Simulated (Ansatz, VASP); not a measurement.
## SnSe in VASP and in Ansatz

File INCAR:

```
PREC = Accurate ; ENCUT = 520
EDIFF = 1E-6 ; ISMEAR = 0
SIGMA = 0.01 ; LREAL = F
LASPH = T ; NELM = 80
ALGO = Normal ; ISIF = 2
LWAVE = F ; LCHARG = F
NBANDS = 28
```

Contents of KPOINTS:

```
Automatic mesh
0
Gamma
  4 4 2
```

POSCAR

```
SnSe
1.0
    4.2853274200      0.0000000000      0.0000000000
    0.0000000000      4.2853274200      0.0000000000
    0.0000000000      0.0000000000     10.9906921300
Sn Se
2 2
Direct
    0.5000000000      0.0000000000      0.3722291100
    0.0000000000      0.5000000000      0.6277708900
    0.5000000000      0.0000000000      0.6160394900
    0.0000000000      0.5000000000      0.3839605100
```

Input for Ansatz:

```yaml
crystal:
  lattice:
    - [4.28532742, 0.0, 0.0]
    - [0.0, 4.28532742, 0.0]
    - [0.0, 0.0, 10.99069213]
  atoms:
    - { symbol: Sn, position: [0.5, 0.0, 0.37222911] }
    - { symbol: Sn, position: [0.0, 0.5, 0.62777089] }
    - { symbol: Se, position: [0.5, 0.0, 0.61603949] }
    - { symbol: Se, position: [0.0, 0.5, 0.38396051] }
basis:
  ecutwfc: 517.016338673772
kpoints:
  mp_grid:
    grid: [4, 4, 2]
    shift: [0.0, 0.0, 0.0]
hamiltonian:
  xc: lda
  pseudopotentials:
    kind: paw
scf:
  occupations:
    method: fixed
output:
  eigenvalues: true
```

Alike in both runs: task single point; functional LDA; k mesh 4 × 4 × 2; no spin polarisation.

|  | VASP | Ansatz |
| --- | --- | --- |
| version | VASP 6.6.1 | Ansatz 0.2.0 |
| potentials or method | VASP PAW LDA potentials, release 64 (Sn_d, Se), cutoff 520 eV | plane waves, PAW |
| occupations | gaussian, width 0.01 eV | fixed |
| valence electrons in the cell | 40 | 60 |

```csv
,VASP,Ansatz,Ansatz less VASP
gap on the k mesh at the Fermi level (eV),1.58,1.60,+0.015
```

LDA's correlation is that of Perdew and Zunger in VASP and of Perdew and Wang (1992) in Ansatz. VASP's potentials hold 40 valence electrons a cell and Ansatz's 60, so a difference there can come from the potentials and not from the codes.
